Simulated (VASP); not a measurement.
# InW (F-43m) in VASP: notebook, part 2 of 2

VASP 6.6.1. The steps go on from the part before.

### 3 Relaxation of cell and atoms, PBE

This run uses another cell than the first one, of 22.47 Å³/atom, 0.758 times its volume.

The input, INCAR:

```
SYSTEM = InW
PREC     = Accurate       ! precision mode
ENCUT    = 600            ! plane-wave cutoff, eV
EDIFF    = 1E-6           ! SCF threshold, eV
ISMEAR   = 0              ! smearing method
SIGMA    = 0.1            ! smearing width, eV
LREAL    = .FALSE.        ! projectors in reciprocal space
LASPH    = .TRUE.         ! aspherical terms in the spheres
NELM     = 80             ! most SCF steps
ALGO     = Normal         ! electronic algorithm
ISIF     = 3              ! what is computed and relaxed
LWAVE    = .FALSE.        ! write WAVECAR
LCHARG   = .FALSE.        ! write CHGCAR
GGA      = PE             ! functional
IBRION   = 2              ! ionic algorithm
NSW      = 90             ! ionic steps
EDIFFG   = -0.04          ! ionic threshold
```

The input, KPOINTS:

```
Automatic mesh
0
G
  6 6 6
  0 0 0
```

The input, POSCAR:

```
InW
1.0
    0.0000000000      2.8218705958      2.8218705958
    2.8218705958      0.0000000000      2.8218705958
    2.8218705958      2.8218705958      0.0000000000
In W
1 1
Direct
    0.0000000000      0.0000000000      0.0000000000
    0.7500000000      0.7500000000      0.7500000000
```

Potentials or basis: VASP PAW PBE potentials, release 64 (In_d, W_sv).

Started as:

```console
$ cat potpaw_PBE.64/In_d/POTCAR potpaw_PBE.64/W_sv/POTCAR > POTCAR
$ mpirun -np 1 vasp_std > vasp.out
```

OUTCAR:

```text
SYSTEM = InW
   PREC = Accurate
   ENCUT = 600
   EDIFF = 1E-6
   ISMEAR = 0
   LREAL = .FALSE.
   LASPH = .TRUE.
   NELM = 80
   ISIF = 3
   GGA = PE
   IBRION = 2
   NSW = 90
   EDIFFG = -0.04

 ion  position               nearest neighbor table
   1  0.000  0.000  0.000-   2 2.44   2 2.44   2 2.44   2 2.44
   2  0.750  0.750  0.750-   1 2.44   1 2.44   1 2.44   1 2.44

  LATTYP: Found a face centered cubic cell.
 ALAT       =     5.6437411916

  Lattice vectors:

 A1 = (   0.0000000000,   2.8218705958,   2.8218705958)
 A2 = (   2.8218705958,   0.0000000000,   2.8218705958)
 A3 = (   2.8218705958,   2.8218705958,   0.0000000000)

Analysis of symmetry for initial positions (statically):
=====================================================================
 Subroutine PRICEL returns:
 Original cell was already a primitive cell.

 Routine SETGRP: Setting up the symmetry group for a
 face centered cubic supercell.

 Subroutine GETGRP returns: Found 24 space group operations
 (whereof 24 operations were pure point group operations)
 out of a pool of 48 trial point group operations.

The static configuration has the point symmetry T_d .

Analysis of symmetry for dynamics (positions and initial velocities):
=====================================================================
[... 122 lines left out ...]
  volume/ion in A,a.u.               =      22.47       151.64
  Fermi-wavevector in a.u.,A,eV,Ry     =   1.381388  2.610445 25.963081  1.908233
  Thomas-Fermi vector in A             =   2.506177
   LORBIT       =      0    0 simple, 1 ext, 2 COOP (PROOUT), +10 PAW based schemes
   GGA     = PE    functional components
   LHFCALC =     F    Hartree Fock is set to
   AEXX    =    0.0000 exact exchange contribution
   IVDW    =     0    specifies the selected vdW correction
   LEPSILON=     F    determine dielectric tensor
   LRPA    =     F    only Hartree local field effects (RPA)
 conjugate gradient relaxation of ions
 non-spin polarized calculation
 Gauss-broadening in eV      SIGMA  =   0.10
  energy-cutoff  :      600.00
  volume of cell :       44.94
 maximum number of plane-waves:      1524
   NGX = 15   NGY = 15   NGZ = 15

--------------------------------------- Ionic step        1  -------------------------------------------

 number of electron      27.0000007 magnetization

 Free energy of the ion-electron system (eV)
  ---------------------------------------------------
  ext. energy  EPLUGINS =         0.00000000
  ---------------------------------------------------
  free energy    TOTEN  =        -8.91105179 eV

  energy without entropy =       -8.90303182  energy(sigma->0) =       -8.90704181

 E-fermi :   7.5931     XC(G=0): -11.0435

 val. band max:        7.4905347139   @ k =  -0.1667   0.1667   0.0000
 cond. band min:       7.6885892417   @ k =   0.5000   0.3333   0.0000
 fundamental gap:      0.1980545278
 Fermi energy:         7.5931199213
[... 788 lines left out ...]
--------------------------------------- Ionic step        5  -------------------------------------------

 number of electron      27.0000014 magnetization

 Free energy of the ion-electron system (eV)
  ---------------------------------------------------
  ext. energy  EPLUGINS =         0.00000000
  ---------------------------------------------------
  free energy    TOTEN  =       -10.05012022 eV

  energy without entropy =      -10.02745125  energy(sigma->0) =      -10.03878574

 E-fermi :   4.6806     XC(G=0):  -9.6761

 val. band max:        4.6515512910   @ k =   0.5000   0.5000   0.0000
 cond. band min:       4.7033326366   @ k =   0.5000   0.3333   0.0000
 fundamental gap:      0.0517813456
 Fermi energy:         4.6806443759
[... 347 lines left out ...]
  FREE ENERGIE OF THE ION-ELECTRON SYSTEM (eV)
  ---------------------------------------------------
  free  energy   TOTEN  =       -10.0501202242 eV

  energy  without entropy=      -10.0274512508  energy(sigma->0) =      -10.03878574

 reached required accuracy - stopping structural energy minimisation
```

Wall time 61 s (1 thread of AMD EPYC 7R13 (Zen 3), shared host); peak memory 0.16 GiB.

What came out:

```
Free energy                            : -10.0501 eV
Relaxed volume                         : 29.71 Å³/atom
Relaxed cell                           : a = 4.380 Å, b = 4.380 Å, c = 4.380 Å, α = 60.00°, β = 60.00°, γ = 60.00°
Space group after relaxing (to 0.05 Å) : F-43m (No. 216)
Energy gained by relaxing              : 569.5 meV/atom
Ionic steps                            : 5
Pressure after relaxing                : 0.1 GPa
```

The path:
| step | energy change (eV) | largest force (eV/Å) | pressure (GPa) | volume (Å³) |
| --- | --- | --- | --- | --- |
| 1 | 0.0000 | 0.0000 | 32.72 | 44.94 |
| 2 | -0.2765 | 0.0000 | -9.03 | 81.88 |
| 3 | -1.1372 | 0.0000 | -0.76 | 60.25 |
| 4 | -1.1388 | 0.0000 | -0.26 | 59.74 |
| 5 | -1.1391 | 0.0000 | 0.06 | 59.42 |

Final structure:
```yaml
crystal:
  lattice:
    - [0.00000, 3.09718, 3.09718]
    - [3.09718, 0.00000, 3.09718]
    - [3.09718, 3.09718, 0.00000]
  atoms:
    - { symbol: In, position: [0.00000, 0.00000, 0.00000] }
    - { symbol: W, position: [0.75000, 0.75000, 0.75000] }
```

Levels at points of the mesh, in eV from the Fermi level:
| k point | band 10 | band 11 | band 12 | band 13 | band 14 | band 15 | band 16 | band 17 |
| --- | --- | --- | --- | --- | --- | --- | --- | --- |
| (0.00, 0.00, 0.00) | -7.45 | -1.44 | -1.44 | -1.44 | 0.16 | 0.16 | 6.05 | 7.65 |
| (0.50, 0.00, 0.00) | -5.66 | -2.54 | -1.18 | -1.18 | 0.36 | 0.36 | 0.45 | 4.73 |
| (0.50, 0.50, 0.00) | -4.79 | -3.18 | -0.32 | -0.03 | -0.03 | 0.32 | 0.42 | 1.90 |

Caveat: the volume moved by over 15 % at a fixed basis, so the end points are rough; spin-orbit coupling is left out, which moves the levels of the heavy elements.
